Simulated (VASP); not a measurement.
# CsI (Pm-3m) in VASP: further runs

CsI is run at these levels: LDA; tasks: electric field gradients.

All numbers are computed with VASP 6.6.1; they aren't measurements. Logs are shortened: lines on timing, memory, paths and dates and some standing lists are left out, and cuts for length are marked.

## Step 1: The cell of the first run

It takes space group Pm-3m (No. 221, cubic). Conventional cell: a = 4.567 Å, b = 4.567 Å, c = 4.567 Å, α = 90.00°, β = 90.00°, γ = 90.00°. Within 5.2 Å of Cs (site symmetry m-3m) lie 8 I at 3.95 Å and 6 Cs at 4.57 Å. I (site symmetry m-3m) has 8 Cs at 3.95 Å and 6 I at 4.57 Å within 5.2 Å.

## Step 2: Electric field gradients, LDA

INCAR

```
SYSTEM = CsI
PREC = Accurate ; ENCUT = 400
EDIFF = 1E-8 ; ISMEAR = -1
SIGMA = 0.01 ; LREAL = .FALSE.
LASPH = .TRUE. ; NELM = 120
ALGO = Normal ; ISIF = 2
LWAVE = .FALSE. ; LCHARG = .FALSE.
GGA = CA ; LEFG = .TRUE.
NBANDS = 15 ; GGA_COMPAT = .FALSE.
```

KPOINTS

```
regular mesh
0
G
  7 7 7
  0 0 0
```

POSCAR

```
CsI
1.0
    4.5667000000      0.0000000000      0.0000000000
    0.0000000000      4.5667000000      0.0000000000
    0.0000000000      0.0000000000      4.5667000000
Cs I
1 1
Direct
    0.0000000000      0.0000000000      0.0000000000
    0.5000000000      0.5000000000      0.5000000000
```

Potentials or basis: VASP PAW LDA potentials, release 64 (Cs_sv, I).

Run with:

```sh
> cat potpaw_LDA.64/Cs_sv/POTCAR potpaw_LDA.64/I/POTCAR > POTCAR
> mpirun -np 1 vasp_std > vasp.out
```

OUTCAR:

```text
SYSTEM = CsI
   PREC = Accurate
   ENCUT = 400
   EDIFF = 1E-8
   ISMEAR = -1
   LREAL = .FALSE.
   LASPH = .TRUE.
   NELM = 120
   ISIF = 2
   GGA = CA

 ion  position               nearest neighbor table
   1  0.000  0.000  0.000-
   2  0.500  0.500  0.500-

  LATTYP: Found a simple cubic cell.
 ALAT       =     4.5667000000

  Lattice vectors:

 A1 = (   4.5667000000,   0.0000000000,   0.0000000000)
 A2 = (   0.0000000000,   4.5667000000,   0.0000000000)
 A3 = (   0.0000000000,   0.0000000000,   4.5667000000)

Analysis of symmetry for initial positions (statically):
=====================================================================
 Subroutine PRICEL returns:
 Original cell was already a primitive cell.

 Routine SETGRP: Setting up the symmetry group for a
 simple cubic supercell.

 Subroutine GETGRP returns: Found 48 space group operations
[... 9 lines left out ...]

 Routine SETGRP: Setting up the symmetry group for a
 simple cubic supercell.

 Subroutine GETGRP returns: Found 48 space group operations
[... 11 lines left out ...]
                                     Primitive cell

  volume of cell :      95.2374

  direct lattice vectors                    reciprocal lattice vectors
     4.566700000  0.000000000  0.000000000     0.218976504  0.000000000  0.000000000
     0.000000000  4.566700000  0.000000000     0.000000000  0.218976504  0.000000000
     0.000000000  0.000000000  4.566700000     0.000000000  0.000000000  0.218976504

  length of vectors
     4.566700000  4.566700000  4.566700000     0.218976504  0.218976504  0.218976504

  position of ions in fractional coordinates (direct lattice)
     0.000000000  0.000000000  0.000000000
     0.500000000  0.500000000  0.500000000

  ion indices of the primitive-cell ions
   primitive index   ion index
                 1           1
                 2           2

----------------------------------------------------------------------------------------

 KPOINTS: regular mesh

Automatic generation of k-mesh.
 Grid dimensions read from file:
 generate k-points for:    7    7    7

 Generating k-lattice:

  Cartesian coordinates                     Fractional coordinates (reciprocal lattice)
     0.031282358  0.000000000  0.000000000     0.142857143  0.000000000  0.000000000
     0.000000000  0.031282358  0.000000000     0.000000000  0.142857143  0.000000000
     0.000000000  0.000000000  0.031282358     0.000000000  0.000000000  0.142857143

  Length of vectors
     0.031282358  0.031282358  0.031282358

  Shift w.r.t. Gamma in fractional coordinates (k-lattice)
     0.000000000  0.000000000  0.000000000

 Subroutine IBZKPT returns following result:
 ===========================================

 Found     20 irreducible k-points:

 Following reciprocal coordinates:
            Coordinates               Weight
  0.000000  0.000000  0.000000      1.000000
  0.142857  0.000000  0.000000      6.000000
  0.285714  0.000000  0.000000      6.000000
  0.428571  0.000000  0.000000      6.000000
  0.142857  0.142857  0.000000     12.000000
  0.285714  0.142857  0.000000     24.000000
[... 12 lines left out ...]
  0.428571  0.428571  0.285714     24.000000
  0.428571  0.428571  0.428571      8.000000
   k-points           NKPTS =     20   k-points in BZ     NKDIM =     20   number of bands    NBANDS=     15
   number of dos      NEDOS =    301   number of ions     NIONS =      2
   total plane-waves  NPLWV =  27000
   dimension x,y,z NGX =    30 NGY =   30 NGZ =   30
   dimension x,y,z NGXF=    60 NGYF=   60 NGZF=   60
   ions per type =               1   1
   NGX,Y,Z   is equivalent  to a cutoff of  10.92, 10.92, 10.92 a.u.
   NGXF,Y,Z  is equivalent  to a cutoff of  21.84, 21.84, 21.84 a.u.
 SYSTEM =  CsI
   PREC   = accura    normal or accurate (medium, high low for compatibility)
   ISTART =      0    job   : 0-new  1-cont  2-samecut
   ICHARG =      2    charge: 1-file 2-atom 10-const
   ISPIN  =      1    spin polarized calculation?
   LNONCOLLINEAR =      F non collinear calculations
   LSORBIT =      F    spin-orbit coupling
   LASPH  =      T    aspherical Exc in radial PAW
   ENCUT  =  400.0 eV  29.40 Ry    5.42 a.u.   7.45  7.45  7.45*2*pi/ulx,y,z
   NELM   =    120;   NELMIN=  2; NELMDL= -5     # of ELM steps
   EDIFF  = 0.1E-07   stopping-criterion for ELM
   LREAL  =      F    real-space projection
   EDIFFG = 0.1E-06   stopping-criterion for IOM
   NSW    =      0    number of steps for IOM
   IBRION =     -1    ionic relax: 0-MD 1-quasi-New 2-CG
   NFREE  =      0    steps in history (QN), initial steepest desc. (CG)
   ISIF   =      2    stress and relaxation
   ISYM   =      2    0-nonsym 1-usesym 2-fastsym
   POTIM  = 0.5000    time-step for ionic-motion
   TEBEG  =    0.0;   TEEND  =   0.0 temperature during run
   PSTRESS=    0.0 pullay stress
   NELECT =      16.0000    total number of electrons
   NUPDOWN=      -1.0000    fix difference up-down
   EMIN   =  10.00;   EMAX   =-10.00  energy-range for DOS
   EFERMI =   0.00;   METHOD = LEGACY
   ISMEAR =    -1;   SIGMA  =   0.01  broadening in eV -4-tet -1-fermi 0-gaus
   EFERMI_NEDOS =   21; number of points for ismear=-14 and -15
   IALGO  =     38    algorithm
   IMIX   =      4    mixing-type and parameters
     AMIX     =   0.40;   BMIX     =  1.00
     AMIX_MAG =   1.60;   BMIX_MAG =  1.00
  volume/ion in A,a.u.               =      47.62       321.35
  Fermi-wavevector in a.u.,A,eV,Ry     =   0.903328  1.707043 11.102385  0.816002
  Thomas-Fermi vector in A             =   2.026641
   LORBIT       =      0    0 simple, 1 ext, 2 COOP (PROOUT), +10 PAW based schemes
   GGA     = CA    functional components
   LHFCALC =     F    Hartree Fock is set to
   AEXX    =    0.0000 exact exchange contribution
   IVDW    =     0    specifies the selected vdW correction
   LEPSILON=     F    determine dielectric tensor
   LRPA    =     F    only Hartree local field effects (RPA)
 non-spin polarized calculation
  energy-cutoff  :      400.00
  volume of cell :       95.24
 maximum number of plane-waves:      1759
 NGX is ok and might be reduce to    30
   NGX = 15   NGY = 15   NGZ = 15

 number of electron      16.0000006 magnetization

 Free energy of the ion-electron system (eV)
  ---------------------------------------------------
  ext. energy  EPLUGINS =         0.00000000
  ---------------------------------------------------
  free energy    TOTEN  =        -6.14240649 eV

  energy without entropy =       -6.14240649  energy(sigma->0) =       -6.14240649

 E-fermi :   0.8627     XC(G=0):  -8.0817

 val. band max:        0.6287128828   @ k =   0.4286   0.4286   0.0000
 cond. band min:       4.1924643129   @ k =   0.0000   0.0000   0.0000
 fundamental gap:      3.5637514302
 Fermi energy:         0.8627036960

 k-point     1 :       0.0000    0.0000    0.0000
  band No.  band energies     occupation
      1     -19.6788      2.00000
      2     -10.0656      2.00000
      3      -6.3761      2.00000
      4      -6.3761      2.00000
      5      -6.3761      2.00000
      6       0.5645      2.00000
      7       0.5645      2.00000
      8       0.5645      2.00000
      9       4.1925      0.00000
     10       4.6185      0.00000
     11       4.6185      0.00000
     12       8.3303      0.00000
     13       8.3303      0.00000
     14       8.3303      0.00000
     15      10.7704      0.00000
[... 325 lines left out ...]
 k-point    20 :       0.4286    0.4286    0.4286
  band No.  band energies     occupation
      1     -19.6111      2.00000
      2      -9.8058      2.00000
      3      -6.6436      2.00000
      4      -6.6340      2.00000
      5      -6.6340      2.00000
      6      -0.6319      2.00000
      7      -0.6319      2.00000
      8      -0.5513      2.00000
      9       6.9162      0.00000
     10       7.3579      0.00000
     11       7.3579      0.00000
     12       8.3810      0.00000
     13       8.4364      0.00000
     14       8.4364      0.00000
     15      10.5571      0.00000

------------------------ aborting loop because EDIFF is reached ----------------------------------------

  FORCE on cell =-STRESS in cart. coord.  units (eV):
  Direction    XX          YY          ZZ          XY          YZ          ZX
  --------------------------------------------------------------------------------------
  -------------------------------------------------------------------------------------
  Total       -0.8109980     -0.8109980     -0.8109980      0.0000000      0.0000000     -0.0000000
  in kB      -13.6434097    -13.6434097    -13.6434097      0.0000000      0.0000000     -0.0000000
  external PRESSURE =     -13.6434097 kB  Pullay stress =       0.0000000 kB

 VOLUME and BASIS-vectors are now :
 -----------------------------------------------------------------------------
  energy-cutoff  :      400.00
  volume of cell :       95.24
      direct lattice vectors                 reciprocal lattice vectors
     4.566700000  0.000000000  0.000000000     0.218976504  0.000000000  0.000000000
     0.000000000  4.566700000  0.000000000     0.000000000  0.218976504  0.000000000
     0.000000000  0.000000000  4.566700000     0.000000000  0.000000000  0.218976504

 POSITION                                       TOTAL-FORCE (eV/Angst)
 -----------------------------------------------------------------------------------
      0.00000      0.00000      0.00000         0.000000      0.000000      0.000000
      2.28335      2.28335      2.28335         0.000000      0.000000      0.000000
 -----------------------------------------------------------------------------------
    total drift:                                0.000000     -0.000000     -0.000000

  FREE ENERGIE OF THE ION-ELECTRON SYSTEM (eV)
  ---------------------------------------------------
  free  energy   TOTEN  =        -6.1424064916 eV

  energy  without entropy=       -6.1424064916  energy(sigma->0) =       -6.14240649

 Electric field gradients (V/A^2)
---------------------------------------------------------------------
 ion       V_xx      V_yy      V_zz      V_xy      V_xz      V_yz
---------------------------------------------------------------------
   1       0.000     0.000    -0.000    -0.000    -0.000    -0.000
   2       0.000     0.000     0.000    -0.000    -0.000     0.000
---------------------------------------------------------------------

 Electric field gradients after diagonalization (V/A^2)
 (convention: |V_zz| > |V_xx| > |V_yy|)
----------------------------------------------------------------------
 ion       V_xx      V_yy      V_zz     asymmetry (V_yy - V_xx)/ V_zz
----------------------------------------------------------------------
   1       0.000     0.000    -0.000       0.099
   2       0.000     0.000     0.000      -0.045
----------------------------------------------------------------------

           NMR quadrupolar parameters

 Cq : quadrupolar parameter    Cq=e*Q*V_zz/h
 eta: asymmetry parameters     (V_yy - V_xx)/ V_zz
 Q  : nuclear electric quadrupole moment in mb (millibarn)
----------------------------------------------------------------------
 ion       Cq(MHz)       eta       Q (mb)
----------------------------------------------------------------------
   1      -0.000       0.099       1.000
   2       0.000      -0.045       1.000
----------------------------------------------------------------------
```

It took 6.9 s on 1 thread of Intel Xeon 6975P-C (Granite Rapids), shared host; peak memory 0.15 GiB.

Results:

```yaml
Free_energy: -6.1424 eV
Pressure: -1.4 GPa
Band_gap_on_the_k_mesh: 3.56 eV, indirect (least direct gap 3.63 eV)
```

Caveat: without QUAD_EFG the Cq values of the log hold for a quadrupole moment of 1 mb, not for the nuclei; spin-orbit coupling is left out, which moves the levels of the heavy elements. A k mesh can miss the band edges.

## Step 3: Electric field gradients, LDA

INCAR

```
ALGO = Normal
EDIFF = 1E-8
ENCUT = 400
GGA = CA
GGA_COMPAT = F
ISIF = 2
ISMEAR = -1
LASPH = T
LCHARG = F
LEFG = T
LREAL = F
LWAVE = F
NBANDS = 15
NELM = 120
PREC = Accurate
SIGMA = 0.01
```

KPOINTS

```
k-points
0
Gamma
  7 7 7
```

POSCAR is that of step 2.

Potentials or basis: VASP PAW LDA potentials, release 64 (Cs_sv, I).

Run with:

```sh
> cat potpaw_LDA.64/Cs_sv/POTCAR potpaw_LDA.64/I/POTCAR > POTCAR
> mpirun -np 1 vasp_std > vasp.out
```

OUTCAR:

```text
EDIFF = 1E-8
   ENCUT = 400
   GGA = CA
   ISIF = 2
   ISMEAR = -1
   LASPH = T
   LREAL = F
   NELM = 120
   PREC = Accurate

 ion  position               nearest neighbor table
   1  0.000  0.000  0.000-
   2  0.500  0.500  0.500-

  LATTYP: Found a simple cubic cell.
 ALAT       =     4.5667000000

  Lattice vectors:

 A1 = (   4.5667000000,   0.0000000000,   0.0000000000)
 A2 = (   0.0000000000,   4.5667000000,   0.0000000000)
 A3 = (   0.0000000000,   0.0000000000,   4.5667000000)

Analysis of symmetry for initial positions (statically):
=====================================================================
 Subroutine PRICEL returns:
 Original cell was already a primitive cell.

 Routine SETGRP: Setting up the symmetry group for a
 simple cubic supercell.

 Subroutine GETGRP returns: Found 48 space group operations
[... 9 lines left out ...]

 Routine SETGRP: Setting up the symmetry group for a
 simple cubic supercell.

 Subroutine GETGRP returns: Found 48 space group operations
[... 11 lines left out ...]
                                     Primitive cell

  volume of cell :      95.2374

  direct lattice vectors                    reciprocal lattice vectors
     4.566700000  0.000000000  0.000000000     0.218976504  0.000000000  0.000000000
     0.000000000  4.566700000  0.000000000     0.000000000  0.218976504  0.000000000
     0.000000000  0.000000000  4.566700000     0.000000000  0.000000000  0.218976504

  length of vectors
     4.566700000  4.566700000  4.566700000     0.218976504  0.218976504  0.218976504

  position of ions in fractional coordinates (direct lattice)
     0.000000000  0.000000000  0.000000000
[... 143 lines left out ...]
     14       8.3303      0.00000
[... 329 lines left out ...]
      2      -9.8058      2.00000
      3      -6.6436      2.00000
      4      -6.6340      2.00000
      5      -6.6340      2.00000
      6      -0.6319      2.00000
      7      -0.6319      2.00000
      8      -0.5513      2.00000
      9       6.9162      0.00000
     10       7.3579      0.00000
     11       7.3579      0.00000
     12       8.3810      0.00000
     13       8.4364      0.00000
     14       8.4364      0.00000
     15      10.5571      0.00000

------------------------ aborting loop because EDIFF is reached ----------------------------------------

  FORCE on cell =-STRESS in cart. coord.  units (eV):
  Direction    XX          YY          ZZ          XY          YZ          ZX
  --------------------------------------------------------------------------------------
  -------------------------------------------------------------------------------------
  Total       -0.8109980     -0.8109980     -0.8109980      0.0000000      0.0000000     -0.0000000
  in kB      -13.6434097    -13.6434097    -13.6434097      0.0000000      0.0000000     -0.0000000
  external PRESSURE =     -13.6434097 kB  Pullay stress =       0.0000000 kB

 VOLUME and BASIS-vectors are now :
 -----------------------------------------------------------------------------
  energy-cutoff  :      400.00
  volume of cell :       95.24
      direct lattice vectors                 reciprocal lattice vectors
     4.566700000  0.000000000  0.000000000     0.218976504  0.000000000  0.000000000
     0.000000000  4.566700000  0.000000000     0.000000000  0.218976504  0.000000000
     0.000000000  0.000000000  4.566700000     0.000000000  0.000000000  0.218976504

 POSITION                                       TOTAL-FORCE (eV/Angst)
 -----------------------------------------------------------------------------------
      0.00000      0.00000      0.00000         0.000000      0.000000      0.000000
      2.28335      2.28335      2.28335         0.000000      0.000000      0.000000
 -----------------------------------------------------------------------------------
    total drift:                                0.000000     -0.000000     -0.000000

  FREE ENERGIE OF THE ION-ELECTRON SYSTEM (eV)
  ---------------------------------------------------
  free  energy   TOTEN  =        -6.1424064916 eV

  energy  without entropy=       -6.1424064916  energy(sigma->0) =       -6.14240649

 Electric field gradients (V/A^2)
---------------------------------------------------------------------
 ion       V_xx      V_yy      V_zz      V_xy      V_xz      V_yz
---------------------------------------------------------------------
   1       0.000     0.000    -0.000    -0.000    -0.000    -0.000
   2       0.000     0.000     0.000    -0.000    -0.000     0.000
---------------------------------------------------------------------

 Electric field gradients after diagonalization (V/A^2)
 (convention: |V_zz| > |V_xx| > |V_yy|)
----------------------------------------------------------------------
 ion       V_xx      V_yy      V_zz     asymmetry (V_yy - V_xx)/ V_zz
----------------------------------------------------------------------
   1       0.000     0.000    -0.000       0.099
   2       0.000     0.000     0.000      -0.045
----------------------------------------------------------------------

           NMR quadrupolar parameters

 Cq : quadrupolar parameter    Cq=e*Q*V_zz/h
 eta: asymmetry parameters     (V_yy - V_xx)/ V_zz
 Q  : nuclear electric quadrupole moment in mb (millibarn)
----------------------------------------------------------------------
 ion       Cq(MHz)       eta       Q (mb)
----------------------------------------------------------------------
   1      -0.000       0.099       1.000
   2       0.000      -0.045       1.000
----------------------------------------------------------------------
```

OSZICAR:

```text
N       E                     dE             d eps       ncg     rms          rms(c)
DAV:   1     0.739583569682E+02    0.73958E+02   -0.53294E+03   600   0.728E+02
DAV:   2    -0.387757611153E+00   -0.74346E+02   -0.68459E+02   899   0.128E+02
DAV:   3    -0.621517301967E+01   -0.58274E+01   -0.58032E+01   754   0.402E+01
DAV:   4    -0.629141302846E+01   -0.76240E-01   -0.76233E-01   796   0.569E+00
DAV:   5    -0.629197248167E+01   -0.55945E-03   -0.55945E-03   789   0.455E-01    0.157E+00
DAV:   6    -0.617345639704E+01    0.11852E+00   -0.85258E-02   719   0.147E+00    0.108E+00
DAV:   7    -0.614326858619E+01    0.30188E-01   -0.68513E-02   726   0.128E+00    0.483E-01
DAV:   8    -0.614254739696E+01    0.72119E-03   -0.82375E-03   698   0.436E-01    0.712E-02
DAV:   9    -0.614239152234E+01    0.15587E-03   -0.36412E-04   796   0.119E-01    0.466E-02
DAV:  10    -0.614241698507E+01   -0.25463E-04   -0.12216E-04   670   0.460E-02    0.265E-02
DAV:  11    -0.614240815030E+01    0.88348E-05   -0.57789E-05   740   0.344E-02    0.603E-03
DAV:  12    -0.614240647131E+01    0.16790E-05   -0.51722E-06   684   0.126E-02    0.205E-03
DAV:  13    -0.614240648861E+01   -0.17295E-07   -0.30036E-07   740   0.272E-03    0.361E-04
DAV:  14    -0.614240649158E+01   -0.29667E-08   -0.53040E-09   559   0.432E-04
   1 F= -.61424065E+01 E0= -.61424065E+01  d E =-.117703E-11
```

Run time: 7 s. Hardware: 1 thread of Intel Xeon 6975P-C (Granite Rapids), shared host; peak memory 0.15 GiB.

Results:

```
Free energy            : -6.1424 eV
Pressure               : -1.4 GPa
Band gap on the k mesh : 3.56 eV, indirect (least direct gap 3.63 eV)
```

Levels at points of the mesh, in eV from the valence-band top:
| k point | band 5 | band 6 | band 7 | band 8 | band 9 | band 10 | band 11 | band 12 |
| --- | --- | --- | --- | --- | --- | --- | --- | --- |
| (0.00, 0.00, 0.00) | -7.00 | -0.06 | -0.06 | -0.06 | 3.56 | 3.99 | 3.99 | 7.70 |

Caveat: without QUAD_EFG the Cq values of the log hold for a quadrupole moment of 1 mb, not for the nuclei; spin-orbit coupling is left out, which moves the levels of the heavy elements. A k mesh can miss the band edges.

(Continued in part 2 of 2.)
